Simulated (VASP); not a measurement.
# SrB2 (P-3m1) in VASP: relaxation of cell and atoms with PBE

Aim: the relaxation of cell and atoms of SrB2 with PBE.

All numbers are computed with VASP 6.6.1; they aren't measurements. Logs are shortened: lines on timing, memory, paths and dates and some standing lists are left out, and cuts for length are marked.

## 1. The cell of the first run

Symmetry: P-3m1, No. 164, trigonal system. Conventional cell: a = 5.069 Å, b = 5.069 Å, c = 3.104 Å, α = 90.00°, β = 90.00°, γ = 120.00°. Sr (site symmetry -3m) has 12 B at 3.10 to 3.58 Å and 2 Sr at 3.10 Å within 4.1 Å. B (site symmetry 3m) has 6 Sr at 3.10 to 3.58 Å and 8 B at 3.10 to 3.58 Å within 4.1 Å.

## 2. Relaxation of cell and atoms, PBE

Input file INCAR:

```
  PREC = Accurate
  ENCUT = 600
  EDIFF = 1E-7
  ISMEAR = 0
  SIGMA = 0.1
  LREAL = False
  LASPH = True
  NELM = 80
  ALGO = Normal
  ISIF = 3
  LWAVE = False
  LCHARG = False
  GGA = PE
  IBRION = 2
  NSW = 90
  EDIFFG = -0.04
```

Input file KPOINTS:

```
Automatic mesh
0
Gamma
  6 6 6
```

Input file POSCAR:

```
SrB2
1.0
    5.0687760200      0.0000000000      0.0000000000
   -2.5343880100      4.3896888000      0.0000000000
    0.0000000000      0.0000000000      3.1039787200
Sr B
1 2
Direct
    0.0000000000      0.0000000000      0.0000000000
    0.6666666700      0.3333333300      0.6666666700
    0.3333333300      0.6666666700      0.3333333300
```

Potentials or basis: VASP PAW PBE potentials, release 64 (Sr_sv, B).

Command:

```sh
$ cat potpaw_PBE.64/Sr_sv/POTCAR potpaw_PBE.64/B/POTCAR > POTCAR
$ mpirun -np 1 vasp_std > vasp.out
```

OUTCAR:

```text
PREC = Accurate
   ENCUT = 600
   EDIFF = 1E-7
   ISMEAR = 0
   LREAL = False
   LASPH = True
   NELM = 80
   ISIF = 3
   GGA = PE
   IBRION = 2
   NSW = 90
   EDIFFG = -0.04

 ion  position               nearest neighbor table
   1  0.000  0.000  0.000-   2 3.10   3 3.10   2 3.10   3 3.10   2 3.10   3 3.10   2 3.58   3 3.58
                             2 3.58   3 3.58   2 3.58   3 3.58
   2  0.667  0.333  0.667-   1 3.10   1 3.10   1 3.10   1 3.58   1 3.58   1 3.58
   3  0.333  0.667  0.333-   1 3.10   1 3.10   1 3.10   1 3.58   1 3.58   1 3.58

  LATTYP: Found a hexagonal cell.
 ALAT       =     5.0687760200
 C/A-ratio  =     0.6123724362

  Lattice vectors:

 A1 = (   5.0687760200,   0.0000000000,   0.0000000000)
 A2 = (  -2.5343880100,   4.3896888000,   0.0000000000)
 A3 = (   0.0000000000,   0.0000000000,   3.1039787200)

Analysis of symmetry for initial positions (statically):
=====================================================================
 Subroutine PRICEL returns:
 Original cell was already a primitive cell.

 Routine SETGRP: Setting up the symmetry group for a
 hexagonal supercell.

 Subroutine GETGRP returns: Found 12 space group operations
 (whereof 12 operations were pure point group operations)
 out of a pool of 24 trial point group operations.

The static configuration has the point symmetry D_3d.

Analysis of symmetry for dynamics (positions and initial velocities):
=====================================================================
 Subroutine PRICEL returns:
 Original cell was already a primitive cell.

 Routine SETGRP: Setting up the symmetry group for a
 hexagonal supercell.

 Subroutine GETGRP returns: Found 12 space group operations
 (whereof 12 operations were pure point group operations)
 out of a pool of 24 trial point group operations.

The dynamic configuration has the point symmetry D_3d.

 Subroutine INISYM returns: Found 12 space group operations
 (whereof 12 operations are pure point group operations),
 and found     1 'primitive' translations

----------------------------------------------------------------------------------------

                                     Primitive cell

  volume of cell :      69.0646

  direct lattice vectors                    reciprocal lattice vectors
     5.068776020  0.000000000  0.000000000     0.197286287  0.113903291  0.000000000
    -2.534388010  4.389688800  0.000000000     0.000000000  0.227806582  0.000000000
     0.000000000  0.000000000  3.103978720     0.000000000  0.000000000  0.322167157

  length of vectors
     5.068776020  5.068776021  3.103978720     0.227806582  0.227806582  0.322167157
[... 111 lines left out ...]
   IVDW    =     0    specifies the selected vdW correction
   LEPSILON=     F    determine dielectric tensor
   LRPA    =     F    only Hartree local field effects (RPA)
 conjugate gradient relaxation of ions
 non-spin polarized calculation
 Gauss-broadening in eV      SIGMA  =   0.10
  energy-cutoff  :      600.00
  volume of cell :       69.06
 maximum number of plane-waves:      2346
   NGX = 21   NGY = 21   NGZ = 13

--------------------------------------- Ionic step        1  -------------------------------------------

 number of electron      16.0000000 magnetization

 Free energy of the ion-electron system (eV)
  ---------------------------------------------------
  ext. energy  EPLUGINS =         0.00000000
  ---------------------------------------------------
  free energy    TOTEN  =        -8.65982333 eV

  energy without entropy =       -8.64408469  energy(sigma->0) =       -8.65195401

------------------------ aborting loop because EDIFF is reached ----------------------------------------

  FORCE on cell =-STRESS in cart. coord.  units (eV):
  Direction    XX          YY          ZZ          XY          YZ          ZX
  --------------------------------------------------------------------------------------
  -------------------------------------------------------------------------------------
  Total       -6.5087969     -6.5087969      0.7001621      0.0000000      0.0000000     -0.0000000
  in kB     -150.9926251   -150.9926251     16.2425282      0.0000000      0.0000000     -0.0000000
  external PRESSURE =     -95.2475740 kB  Pullay stress =       0.0000000 kB
[... 24 lines left out ...]
--------------------------------------- Ionic step        2  -------------------------------------------

 number of electron      16.0000000 magnetization

 E-fermi :   2.4209     XC(G=0):  -9.6083

 val. band max:        2.3177185953   @ k =   0.3333   0.3333   0.5000
 cond. band min:       2.4256986752   @ k =   0.1667   0.0000   0.5000
 fundamental gap:      0.1079800799
 Fermi energy:         2.4208740309

 k-point     1 :       0.0000    0.0000    0.0000
  band No.  band energies     occupation
      1     -32.2170      2.00000
      2     -14.1973      2.00000
      3     -14.1973      2.00000
      4     -13.7162      2.00000
      5      -5.6336      2.00000
      6      -0.1398      2.00000
      7       0.7967      2.00000
      8       0.7967      2.00000
      9       3.5291      0.00000
     10       5.2284      0.00000
     11       5.2284      0.00000
     12       6.6905      0.00000
[... 412 lines left out ...]
  FREE ENERGIE OF THE ION-ELECTRON SYSTEM (eV)
  ---------------------------------------------------
  free  energy   TOTEN  =       -10.3112452687 eV

  energy  without entropy=      -10.3044418755  energy(sigma->0) =      -10.30784357

[... ionic steps 4 to 14 ...]

--------------------------------------- Ionic step       15  -------------------------------------------

 number of electron      16.0000001 magnetization

------------------------ aborting loop because EDIFF is reached ----------------------------------------
[... 69 lines left out ...]
--------------------------------------- Ionic step       17  -------------------------------------------

 number of electron      16.0000001 magnetization

 Free energy of the ion-electron system (eV)
  ---------------------------------------------------
  ext. energy  EPLUGINS =         0.00000000
  ---------------------------------------------------
  free energy    TOTEN  =       -14.49886338 eV

  energy without entropy =      -14.48952885  energy(sigma->0) =      -14.49419612

 E-fermi :   4.3582     XC(G=0): -10.6252

 val. band max:        4.3438533134   @ k =   0.3333   0.3333   0.3333
 cond. band min:       4.4372737852   @ k =   0.5000   0.0000   0.5000
 fundamental gap:      0.0934204718
 Fermi energy:         4.3581704862

 k-point     1 :       0.0000    0.0000    0.0000
  band No.  band energies     occupation
      1     -30.4742      2.00000
      2     -12.4763      2.00000
      3     -11.9224      2.00000
      4     -11.9224      2.00000
      5      -5.6283      2.00000
      6       2.9101      2.00000
      7       4.2055      1.96916
      8       4.6810      0.00000
      9       4.6810      0.00000
     10       9.6211      0.00000
     11       9.6211      0.00000
     12      10.2339      0.00000
[... 375 lines left out ...]
  FREE ENERGIE OF THE ION-ELECTRON SYSTEM (eV)
  ---------------------------------------------------
  free  energy   TOTEN  =       -14.4988633806 eV

  energy  without entropy=      -14.4895288506  energy(sigma->0) =      -14.49419612

 reached required accuracy - stopping structural energy minimisation
```

CONTCAR:

```text
SrB2
   1.00000000000000
     3.3107028285135520    0.0000000000000000   -0.0000000000000000
    -1.6553514142567760    2.8671527538774808    0.0000000000000000
     0.0000000000000000   -0.0000000000000000    4.4063942943418590
  Sr              B
     1     2
Direct
     0.0000000000000000    0.0000000000000000    0.0000000000000000
     0.6666666699999979    0.3333333300000021    0.5000606606024316
     0.3333333300000021    0.6666666699999979    0.4999393393975686

  0.00000000E+00  0.00000000E+00  0.00000000E+00
  0.00000000E+00  0.00000000E+00  0.00000000E+00
  0.00000000E+00  0.00000000E+00  0.00000000E+00
```

It took 19 min on 1 thread of Intel Xeon 8259CL, shared host; peak memory 0.25 GiB.

Results:

```
Free energy                           : -14.4989 eV
Relaxed volume                        : 13.94 Å³/atom
Relaxed cell                          : a = 3.311 Å, b = 3.311 Å, c = 4.406 Å, α = 90.00°, β = 90.00°, γ = 120.00°
Space group after relaxing (to 0.1 Å) : P6/mmm (No. 191)
Energy gained by relaxing             : 1946.3 meV/atom
Ionic steps                           : 17
Pressure after relaxing               : 0.0 GPa
Largest force after relaxing          : 0.004 eV/Å
Band gap on the k mesh                : zero (bands 8 and 9 overlap by 1.33 eV)
```

Forces on the atoms (eV/Å):
```
Sr   0.000  0.000  0.000
B    0.000  0.000 -0.004
B    0.000  0.000  0.004
```

The path:
| step | energy change (eV) | largest force (eV/Å) | pressure (GPa) | volume (Å³) |
| --- | --- | --- | --- | --- |
| 1 | 0.0000 | 0.7693 | -9.52 | 69.06 |
| 2 | -1.2528 | 1.5929 | -5.96 | 55.99 |
| 3 | -1.6514 | 2.3568 | -0.41 | 49.18 |
| 4 | -0.9874 | 5.1148 | 31.35 | 36.77 |
| 5 | -1.7272 | 2.9186 | 4.56 | 45.84 |
| 6 | -2.8984 | 2.8190 | 6.99 | 42.95 |
| 7 | -4.5778 | 1.3071 | 21.69 | 36.56 |
| 8 | -4.8008 | 2.8243 | 17.53 | 37.25 |
| 9 | -4.7994 | 2.9071 | 17.38 | 37.28 |
| 10 | -5.1655 | 2.3528 | 11.02 | 38.83 |
| 11 | -5.7116 | 0.8367 | -3.24 | 43.65 |
| 12 | -5.7278 | 0.5739 | -5.28 | 44.62 |
| 13 | -5.7875 | 0.3813 | -3.81 | 43.76 |
| 14 | -5.8362 | 0.0295 | -1.06 | 42.34 |
| 15 | -5.8386 | 0.0723 | -0.26 | 41.96 |
| 16 | -5.8389 | 0.0409 | -0.13 | 41.90 |
| 17 | -5.8390 | 0.0043 | 0.04 | 41.83 |

Final structure:
```
Sr B
1.0
     3.31070    0.00000    0.00000
    -1.65535    2.86715    0.00000
     0.00000    0.00000    4.40639
Sr B
1 2
Direct
  0.00000 0.00000 0.00000
  0.66667 0.33333 0.50006
  0.33333 0.66667 0.49994
```

Caveat: the volume moved by over 15 % at a fixed basis, so the end points are rough.
